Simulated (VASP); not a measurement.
**PbI2: relaxation of shape and atoms at fixed volume with PBE**

Crystal: PbI2.

```
Pb I
1.0
     4.36945    0.00000    0.00000
    -2.18473    3.78406    0.00000
     0.00000    0.00000    6.87435
Pb I
1 2
Direct
  0.00000 0.00000 0.00000
  0.66667 0.33333 0.74095
  0.33333 0.66667 0.25905
```

* Program: VASP 6.6.1
* Task: relaxation of shape and atoms at fixed volume
* Functional: PBE
* Potentials or basis: VASP PAW PBE potentials, release 64 (Pb_d, I)
* Cutoff: 500 eV
* k mesh: 7 × 7 × 4
* Occupations: fermi-dirac, width 0.03 eV
* Spin: no spin polarisation
* Dipole correction: no
* Further INCAR settings: ALGO = Normal; EDIFF = 1e-07; IBRION = 2; EDIFFG = -0.01; NSW = 50; ISIF = 4

```
Energy gained by relaxing    : 56.8 meV/atom
Ionic steps                  : 6
Pressure after relaxing      : 3.5 GPa
Largest force after relaxing : 0.007 eV/Å
Band gap on the k mesh       : 2.00 eV
```

Forces on the atoms (eV/Å):
```
Pb   0.000  0.000  0.000
I    0.000  0.000 -0.007
I    0.000  0.000  0.007
```

Step by step:
```
step  energy change (eV)  largest force (eV/Å)  pressure (GPa)  volume (Å³)
   1              0.0000                0.9679            6.39       113.66
   2             -0.0782                0.7052            5.50       113.66
   3             -0.1686                0.0166            3.50       113.66
   4             -0.1687                0.0038            3.45       113.66
   5             -0.1696                0.0000            3.47       113.66
   6             -0.1704                0.0068            3.51       113.66
```

Final structure:
```
CELL_PARAMETERS angstrom
4.40915 0.00000 0.00000
-2.20457 3.81844 0.00000
0.00000 0.00000 6.75113
ATOMIC_POSITIONS crystal
Pb 0.00000 0.00000 0.00000
I 0.66667 0.33333 0.71524
I 0.33333 0.66667 0.28476
```

Levels at points of the mesh, in eV from the valence-band top:
```tsv
k point	band 10	band 11	band 12	band 13	band 14	band 15	band 16	band 17	band 18
(0.00, 0.00, 0.00)	-1.36	-1.36	-1.30	-1.30	-1.17	2.38	3.16	3.16	6.53
(0.00, 0.00, 0.50)	-1.57	-1.57	-1.02	-1.02	0.00	2.00	2.87	2.87	5.59
```

Run time: 3.2 min on 1 thread of Oxide Virtual Turin-like Processor (shared host), peak memory 0.21 GiB.

Caveat: spin-orbit coupling is left out, which moves the levels of the heavy elements; this functional lacks dispersion, which binds layers or chains, so the pressure and a relaxed spacing across them are unreliable. A k mesh can miss the band edges.
